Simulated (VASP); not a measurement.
# Os (P6_3/mmc) in VASP: a series of runs, part 2 of 2

VASP 6.6.1.

## 3. Electric field gradients, PBE (13.70 Å³/atom)

This run uses another cell than the first one, of 13.70 Å³/atom.

INCAR reads:

```
SYSTEM = Os
ALGO = Normal
EDIFF = 1E-8
ENCUT = 520
GGA = PE
ISIF = 2
ISMEAR = -1
LASPH = .True.
LCHARG = .False.
LEFG = .True.
LREAL = .False.
LWAVE = .False.
NBANDS = 15
NELM = 60
PREC = Accurate
SIGMA = 0.05
```

KPOINTS reads:

```
k-points
0
Gamma
  15 15 9
  0 0 0
```

POSCAR reads:

```
Os
1.0
    2.7157497583      0.0000000000      0.0000000000
   -1.3578748792      2.3519082811      0.0000000000
    0.0000000000      0.0000000000      4.2907078513
Os
2
Direct
    0.3333333333      0.6666666667      0.2500000000
    0.6666666667      0.3333333333      0.7500000000
```

Potentials or basis: VASP PAW PBE potentials, release 64 (Os).

Command:

```console
> cat potpaw_PBE.64/Os/POTCAR > POTCAR
> mpirun -np 1 vasp_std > vasp.out
```

OUTCAR:

```text
SYSTEM = Os
   EDIFF = 1E-8
   ENCUT = 520
   GGA = PE
   ISIF = 2
   ISMEAR = -1
   LASPH = .True.
   LREAL = .False.
   NELM = 60
   PREC = Accurate

 ion  position               nearest neighbor table
   1  0.333  0.667  0.250-   2 2.66   2 2.66   2 2.66   2 2.66   2 2.66   2 2.66
   2  0.667  0.333  0.750-   1 2.66   1 2.66   1 2.66   1 2.66   1 2.66   1 2.66

  LATTYP: Found a hexagonal cell.
 ALAT       =     2.7157497583
 C/A-ratio  =     1.5799349105

  Lattice vectors:

 A1 = (   2.7157497583,   0.0000000000,   0.0000000000)
 A2 = (  -1.3578748792,   2.3519082811,   0.0000000000)
 A3 = (   0.0000000000,   0.0000000000,   4.2907078513)

Analysis of symmetry for initial positions (statically):
=====================================================================
 Subroutine PRICEL returns:
 Original cell was already a primitive cell.

 Routine SETGRP: Setting up the symmetry group for a
 hexagonal supercell.

 Subroutine GETGRP returns: Found 24 space group operations
 (whereof 12 operations were pure point group operations)
 out of a pool of 24 trial point group operations.

The static configuration has the point symmetry D_3d.
 The point group associated with its full space group is D_6h.

Analysis of symmetry for dynamics (positions and initial velocities):
=====================================================================
 Subroutine PRICEL returns:
 Original cell was already a primitive cell.

 Routine SETGRP: Setting up the symmetry group for a
 hexagonal supercell.

 Subroutine GETGRP returns: Found 24 space group operations
 (whereof 12 operations were pure point group operations)
 out of a pool of 24 trial point group operations.

The dynamic configuration has the point symmetry D_3d.
 The point group associated with its full space group is D_6h.

 Subroutine INISYM returns: Found 24 space group operations
 (whereof 12 operations are pure point group operations),
 and found     1 'primitive' translations

----------------------------------------------------------------------------------------

                                     Primitive cell

  volume of cell :      27.4056

  direct lattice vectors                    reciprocal lattice vectors
     2.715749758  0.000000000  0.000000000     0.368222439  0.212593324  0.000000000
    -1.357874879  2.351908281  0.000000000     0.000000000  0.425186649  0.000000000
     0.000000000  0.000000000  4.290707851     0.000000000  0.000000000  0.233061778

  length of vectors
     2.715749758  2.715749758  4.290707851     0.425186649  0.425186649  0.233061778

  position of ions in fractional coordinates (direct lattice)
     0.333333333  0.666666667  0.250000000
     0.666666667  0.333333333  0.750000000

  ion indices of the primitive-cell ions
   primitive index   ion index
                 1           1
                 2           2

----------------------------------------------------------------------------------------
[... 87 lines left out ...]
   IALGO  =     38    algorithm
   IMIX   =      4    mixing-type and parameters
     AMIX     =   0.40;   BMIX     =  1.00
     AMIX_MAG =   1.60;   BMIX_MAG =  1.00
  volume/ion in A,a.u.               =      13.70        92.47
  Fermi-wavevector in a.u.,A,eV,Ry     =   1.368259  2.585636 25.471930  1.872134
  Thomas-Fermi vector in A             =   2.494239
   LORBIT       =      0    0 simple, 1 ext, 2 COOP (PROOUT), +10 PAW based schemes
   GGA     = PE    functional components
   LHFCALC =     F    Hartree Fock is set to
   AEXX    =    0.0000 exact exchange contribution
   IVDW    =     0    specifies the selected vdW correction
   LEPSILON=     F    determine dielectric tensor
   LRPA    =     F    only Hartree local field effects (RPA)
 non-spin polarized calculation
  energy-cutoff  :      520.00
  volume of cell :       27.41
 maximum number of plane-waves:       756
   NGX = 11   NGY = 11   NGZ = 15

 number of electron      15.9999998 magnetization

 Free energy of the ion-electron system (eV)
  ---------------------------------------------------
  ext. energy  EPLUGINS =         0.00000000
  ---------------------------------------------------
  free energy    TOTEN  =       -22.44501305 eV

  energy without entropy =      -22.43706205  energy(sigma->0) =      -22.44103755

 E-fermi :   9.7799     XC(G=0): -14.1777

 val. band max:        9.7466354156   @ k =   0.0667   0.0667   0.3333
 cond. band min:       9.7844755106   @ k =   0.1333   0.0000   0.3333
 fundamental gap:      0.0378400950
 Fermi energy:         9.7799293970

 k-point     1 :       0.0000    0.0000    0.0000
  band No.  band energies     occupation
      1      -1.3482      2.00000
      2       1.7912      2.00000
      3       6.6319      2.00000
      4       6.6319      2.00000
      5       6.8986      2.00000
      6       7.5035      2.00000
      7       7.5035      2.00000
      8       8.1780      2.00000
      9       8.1780      2.00000
     10       9.8142      0.67026
     11      11.5288      0.00000
     12      11.5288      0.00000
     13      19.1109      0.00000
     14      23.8098      0.00000
[... 401 lines left out ...]
      2       3.5004      2.00000
      3       3.5726      2.00000
      4       5.7092      2.00000
      5       5.9934      2.00000
      6       6.7701      2.00000
      7       8.1014      2.00000
      8      11.2669      0.00000
      9      11.8939      0.00000
     10      12.1043      0.00000
     11      15.0032      0.00000
     12      15.6891      0.00000
     13      18.2122      0.00000
     14      21.3498      0.00000
     15      23.9405      0.00000

 [... further k-points ...]

------------------------ aborting loop because EDIFF is reached ----------------------------------------

  FORCE on cell =-STRESS in cart. coord.  units (eV):
  Direction    XX          YY          ZZ          XY          YZ          ZX
  --------------------------------------------------------------------------------------
  -------------------------------------------------------------------------------------
  Total        3.0300528      3.0300528      3.2718414     -0.0000000      0.0000000      0.0000000
  in kB      177.1420661    177.1420661    191.2774396     -0.0000000      0.0000000      0.0000000
  external PRESSURE =     181.8538573 kB  Pullay stress =       0.0000000 kB

 VOLUME and BASIS-vectors are now :
 -----------------------------------------------------------------------------
  energy-cutoff  :      520.00
  volume of cell :       27.41
      direct lattice vectors                 reciprocal lattice vectors
     2.715749758  0.000000000  0.000000000     0.368222439  0.212593324  0.000000000
    -1.357874879  2.351908281  0.000000000     0.000000000  0.425186649  0.000000000
     0.000000000  0.000000000  4.290707851     0.000000000  0.000000000  0.233061778

 POSITION                                       TOTAL-FORCE (eV/Angst)
 -----------------------------------------------------------------------------------
     -0.00000      1.56794      1.07268        -0.000000     -0.000000      0.000000
      1.35787      0.78397      3.21803         0.000000      0.000000      0.000000
 -----------------------------------------------------------------------------------
    total drift:                               -0.000000      0.000000     -0.000000

  FREE ENERGIE OF THE ION-ELECTRON SYSTEM (eV)
  ---------------------------------------------------
  free  energy   TOTEN  =       -22.4450130478 eV

  energy  without entropy=      -22.4370620479  energy(sigma->0) =      -22.44103755

 Electric field gradients (V/A^2)
---------------------------------------------------------------------
 ion       V_xx      V_yy      V_zz      V_xy      V_xz      V_yz
---------------------------------------------------------------------
   1      40.820    40.820   -81.640     0.000     0.000    -0.000
   2      40.820    40.820   -81.640     0.000    -0.000     0.000
---------------------------------------------------------------------

 Electric field gradients after diagonalization (V/A^2)
 (convention: |V_zz| > |V_xx| > |V_yy|)
----------------------------------------------------------------------
 ion       V_xx      V_yy      V_zz     asymmetry (V_yy - V_xx)/ V_zz
----------------------------------------------------------------------
   1      40.820    40.820   -81.640       0.000
   2      40.820    40.820   -81.640       0.000
----------------------------------------------------------------------

           NMR quadrupolar parameters

 Cq : quadrupolar parameter    Cq=e*Q*V_zz/h
 eta: asymmetry parameters     (V_yy - V_xx)/ V_zz
 Q  : nuclear electric quadrupole moment in mb (millibarn)
----------------------------------------------------------------------
 ion       Cq(MHz)       eta       Q (mb)
----------------------------------------------------------------------
   1      -0.197       0.000       1.000
   2      -0.197       0.000       1.000
----------------------------------------------------------------------
```

OSZICAR:

```text
N       E                     dE             d eps       ncg     rms          rms(c)
DAV:   1     0.104362950897E+03    0.10436E+03   -0.74228E+03  4050   0.103E+03
DAV:   2    -0.190870980372E+02   -0.12345E+03   -0.10748E+03  4099   0.328E+02
DAV:   3    -0.237826406720E+02   -0.46955E+01   -0.45365E+01  5500   0.569E+01
DAV:   4    -0.238154797431E+02   -0.32839E-01   -0.32816E-01  4344   0.491E+00
DAV:   5    -0.238156533358E+02   -0.17359E-03   -0.17359E-03  5639   0.336E-01    0.245E+01
DAV:   6    -0.227781625459E+02    0.10375E+01   -0.79719E-01  5107   0.760E+00    0.115E+01
DAV:   7    -0.224529689191E+02    0.32519E+00   -0.60476E-01  5219   0.649E+00    0.565E-01
DAV:   8    -0.224473631017E+02    0.56058E-02   -0.66739E-03  4204   0.622E-01    0.349E-01
DAV:   9    -0.224450162002E+02    0.23469E-02   -0.16531E-03  4890   0.406E-01    0.402E-02
DAV:  10    -0.224450346261E+02   -0.18426E-04   -0.51608E-05  5282   0.597E-02    0.856E-03
DAV:  11    -0.224450142907E+02    0.20335E-04   -0.36802E-06  4610   0.214E-02    0.164E-03
DAV:  12    -0.224450132803E+02    0.10104E-05   -0.86704E-08  5310   0.290E-03    0.661E-04
DAV:  13    -0.224450131259E+02    0.15437E-06   -0.16795E-09  3334   0.413E-04    0.272E-04
DAV:  14    -0.224450130361E+02    0.89843E-07   -0.30505E-10  2746   0.141E-04    0.619E-05
DAV:  15    -0.224450130494E+02   -0.13258E-07   -0.42650E-11  2536   0.690E-05    0.327E-05
DAV:  16    -0.224450130478E+02    0.15779E-08   -0.57181E-12  2452   0.262E-05
   1 F= -.22445013E+02 E0= -.22441038E+02  d E =-.795100E-02
```

Wall time 42 s (1 thread of Intel Xeon Platinum 8259CL at 2.50GHz (Skylake/Cascade Lake), shared host); peak memory 0.17 GiB.

What came out:

```
Free energy                             : -22.4450 eV
Pressure                                : 18.2 GPa
Band gap on the k mesh                  : zero (bands 8 and 9 overlap by 3.94 eV)
Largest electric field gradient by atom : Os -81.6 V/Å²
```

Electric field gradients, principal values (V/Å²):
```
atom   least  middle  greatest (by size)
1 Os  40.820  40.820             -81.640
2 Os  40.820  40.820             -81.640
```

Caveat: the cell stands under pressure; without QUAD_EFG the Cq values of the log hold for a quadrupole moment of 1 mb, not for the nuclei; spin-orbit coupling is left out, which moves the levels of the heavy elements.

## 4. Electric field gradients, PBE (14.12 Å³/atom)

This run uses another cell than the first one, of 14.12 Å³/atom.

INCAR reads:

```
SYSTEM = Os
ALGO = Normal ; EDIFF = 1E-8
ENCUT = 520 ; GGA = PE
ISIF = 2 ; ISMEAR = -1
LASPH = .TRUE. ; LCHARG = .FALSE.
LEFG = .TRUE. ; LREAL = .FALSE.
LWAVE = .FALSE. ; NBANDS = 15
NELM = 60 ; PREC = Accurate
SIGMA = 0.05
```

KPOINTS reads:

```
k-points
0
G
  15 15 9
  0 0 0
```

POSCAR reads:

```
Os
1.0
    2.7431834308      0.0000000000      0.0000000000
   -1.3715917155      2.3756665384      0.0000000000
    0.0000000000      0.0000000000      4.3340512682
Os
2
Direct
    0.3333333333      0.6666666667      0.2500000000
    0.6666666667      0.3333333333      0.7500000000
```

Potentials or basis: VASP PAW PBE potentials, release 64 (Os).

Command:

```console
> cat potpaw_PBE.64/Os/POTCAR > POTCAR
> mpirun -np 1 vasp_std > vasp.out
```

OUTCAR:

```text
SYSTEM = Os
   EDIFF = 1E-8
   ENCUT = 520
   GGA = PE
   ISIF = 2
   ISMEAR = -1
   LASPH = .TRUE.
   LREAL = .FALSE.
   NELM = 60
   PREC = Accurate

 ion  position               nearest neighbor table
   1  0.333  0.667  0.250-   2 2.68   2 2.68   2 2.68   2 2.68   2 2.68   2 2.68
   2  0.667  0.333  0.750-   1 2.68   1 2.68   1 2.68   1 2.68   1 2.68   1 2.68

  LATTYP: Found a hexagonal cell.
 ALAT       =     2.7431834308
 C/A-ratio  =     1.5799349105

  Lattice vectors:

 A1 = (   2.7431834308,   0.0000000000,   0.0000000000)
 A2 = (  -1.3715917155,   2.3756665384,   0.0000000000)
 A3 = (   0.0000000000,   0.0000000000,   4.3340512682)

Analysis of symmetry for initial positions (statically):
=====================================================================
 Subroutine PRICEL returns:
 Original cell was already a primitive cell.

 Routine SETGRP: Setting up the symmetry group for a
 hexagonal supercell.

 Subroutine GETGRP returns: Found 24 space group operations
 (whereof 12 operations were pure point group operations)
 out of a pool of 24 trial point group operations.

The static configuration has the point symmetry D_3d.
 The point group associated with its full space group is D_6h.

Analysis of symmetry for dynamics (positions and initial velocities):
=====================================================================
 Subroutine PRICEL returns:
 Original cell was already a primitive cell.

 Routine SETGRP: Setting up the symmetry group for a
 hexagonal supercell.

 Subroutine GETGRP returns: Found 24 space group operations
 (whereof 12 operations were pure point group operations)
[... 578 lines left out ...]
      6       6.4232      2.00000
      7       7.7069      2.00000
      8      10.7322      0.00000
      9      11.3267      0.00000
     10      11.5266      0.00000
     11      14.3342      0.00000
     12      14.9909      0.00000
     13      17.5490      0.00000
     14      20.5741      0.00000
     15      23.0588      0.00000

 [... further k-points ...]

------------------------ aborting loop because EDIFF is reached ----------------------------------------

  FORCE on cell =-STRESS in cart. coord.  units (eV):
  Direction    XX          YY          ZZ          XY          YZ          ZX
  --------------------------------------------------------------------------------------
  -------------------------------------------------------------------------------------
  Total        0.7318244      0.7318244      0.8173351     -0.0000000     -0.0000000     -0.0000000
  in kB       41.5129010     41.5129010     46.3635177     -0.0000000     -0.0000000     -0.0000000
  external PRESSURE =      43.1297732 kB  Pullay stress =       0.0000000 kB

 VOLUME and BASIS-vectors are now :
 -----------------------------------------------------------------------------
  energy-cutoff  :      520.00
  volume of cell :       28.24
      direct lattice vectors                 reciprocal lattice vectors
     2.743183431  0.000000000  0.000000000     0.364539968  0.210467249  0.000000000
    -1.371591715  2.375666538  0.000000000     0.000000000  0.420934497  0.000000000
     0.000000000  0.000000000  4.334051268     0.000000000  0.000000000  0.230731004

 POSITION                                       TOTAL-FORCE (eV/Angst)
 -----------------------------------------------------------------------------------
     -0.00000      1.58378      1.08351         0.000000     -0.000000      0.000000
      1.37159      0.79189      3.25054        -0.000000      0.000000      0.000000
 -----------------------------------------------------------------------------------
    total drift:                               -0.000000      0.000000     -0.000000

  FREE ENERGIE OF THE ION-ELECTRON SYSTEM (eV)
  ---------------------------------------------------
  free  energy   TOTEN  =       -22.5035210764 eV

  energy  without entropy=      -22.4951221860  energy(sigma->0) =      -22.49932163

 Electric field gradients (V/A^2)
---------------------------------------------------------------------
 ion       V_xx      V_yy      V_zz      V_xy      V_xz      V_yz
---------------------------------------------------------------------
   1      38.841    38.841   -77.681    -0.000     0.000     0.000
   2      38.841    38.841   -77.681    -0.000     0.000     0.000
---------------------------------------------------------------------

 Electric field gradients after diagonalization (V/A^2)
 (convention: |V_zz| > |V_xx| > |V_yy|)
----------------------------------------------------------------------
 ion       V_xx      V_yy      V_zz     asymmetry (V_yy - V_xx)/ V_zz
----------------------------------------------------------------------
   1      38.841    38.841   -77.681       0.000
   2      38.841    38.841   -77.681       0.000
----------------------------------------------------------------------

           NMR quadrupolar parameters

 Cq : quadrupolar parameter    Cq=e*Q*V_zz/h
 eta: asymmetry parameters     (V_yy - V_xx)/ V_zz
 Q  : nuclear electric quadrupole moment in mb (millibarn)
----------------------------------------------------------------------
 ion       Cq(MHz)       eta       Q (mb)
----------------------------------------------------------------------
   1      -0.188       0.000       1.000
   2      -0.188       0.000       1.000
----------------------------------------------------------------------
```

OSZICAR:

```text
N       E                     dE             d eps       ncg     rms          rms(c)
DAV:   1     0.102163993255E+03    0.10216E+03   -0.74758E+03  4058   0.103E+03
DAV:   2    -0.190577811076E+02   -0.12122E+03   -0.10581E+03  4134   0.325E+02
DAV:   3    -0.238819791373E+02   -0.48242E+01   -0.46587E+01  5541   0.570E+01
DAV:   4    -0.239198381340E+02   -0.37859E-01   -0.37830E-01  4464   0.521E+00
DAV:   5    -0.239200435699E+02   -0.20544E-03   -0.20543E-03  5499   0.357E-01    0.228E+01
DAV:   6    -0.228305914375E+02    0.10895E+01   -0.90223E-01  5233   0.810E+00    0.103E+01
DAV:   7    -0.225116517392E+02    0.31894E+00   -0.62544E-01  5198   0.660E+00    0.517E-01
DAV:   8    -0.225061445855E+02    0.55072E-02   -0.62229E-03  4141   0.594E-01    0.328E-01
DAV:   9    -0.225035200151E+02    0.26246E-02   -0.15762E-03  4890   0.395E-01    0.456E-02
DAV:  10    -0.225035441770E+02   -0.24162E-04   -0.60077E-05  5268   0.662E-02    0.984E-03
DAV:  11    -0.225035223026E+02    0.21874E-04   -0.39982E-06  4617   0.213E-02    0.138E-03
DAV:  12    -0.225035213724E+02    0.93016E-06   -0.96746E-08  5352   0.309E-03    0.766E-04
DAV:  13    -0.225035211647E+02    0.20770E-06   -0.20170E-09  3292   0.414E-04    0.289E-04
DAV:  14    -0.225035210766E+02    0.88164E-07   -0.34721E-10  2662   0.143E-04    0.420E-05
DAV:  15    -0.225035210764E+02    0.11812E-09   -0.44066E-11  2592   0.770E-05
   1 F= -.22503521E+02 E0= -.22499322E+02  d E =-.839889E-02
```

Run time: 38 s. Hardware: 1 thread of Intel Xeon Platinum 8259CL at 2.50GHz (Skylake/Cascade Lake), shared host; peak memory 0.17 GiB.

Results:

```
Free energy                             : -22.5035 eV
Pressure                                : 4.3 GPa
Band gap on the k mesh                  : zero (bands 8 and 9 overlap by 3.76 eV)
Largest electric field gradient by atom : Os -77.7 V/Å²
```

Electric field gradients, principal values (V/Å²):
| atom | least | middle | greatest (by size) |
| --- | --- | --- | --- |
| 1 Os | 38.841 | 38.841 | -77.681 |
| 2 Os | 38.841 | 38.841 | -77.681 |

Caveat: the cell stands under pressure; without QUAD_EFG the Cq values of the log hold for a quadrupole moment of 1 mb, not for the nuclei; spin-orbit coupling is left out, which moves the levels of the heavy elements.

## 5. The runs side by side

| cell | gap on the mesh (eV) | pressure (GPa) |
| --- | --- | --- |
| a = 2.678, b = 2.678, c = 4.232 Å, angles 90.0, 90.0, 120.0°, 2 atoms | none | 40.9 |
| a = 2.716, b = 2.716, c = 4.291 Å, angles 90.0, 90.0, 120.0°, 2 atoms | none | 18.2 |
| a = 2.743, b = 2.743, c = 4.334 Å, angles 90.0, 90.0, 120.0°, 2 atoms | none | 4.3 |

Alike in all rows: task electric field gradients; level PBE; potentials or basis VASP PAW PBE potentials, release 64 (Os); no spin polarisation; k mesh 15 × 15 × 9; cutoff (eV) 520; smearing fermi-dirac 0.05 eV.

Caveats: the cell stands under pressure; spin-orbit coupling is left out, which moves the levels of the heavy elements.

Total energies depend on the potentials used, so only differences within one code and one set of settings carry meaning.

The gap in the log of VASP goes by the Fermi energy; the results here count the filled bands.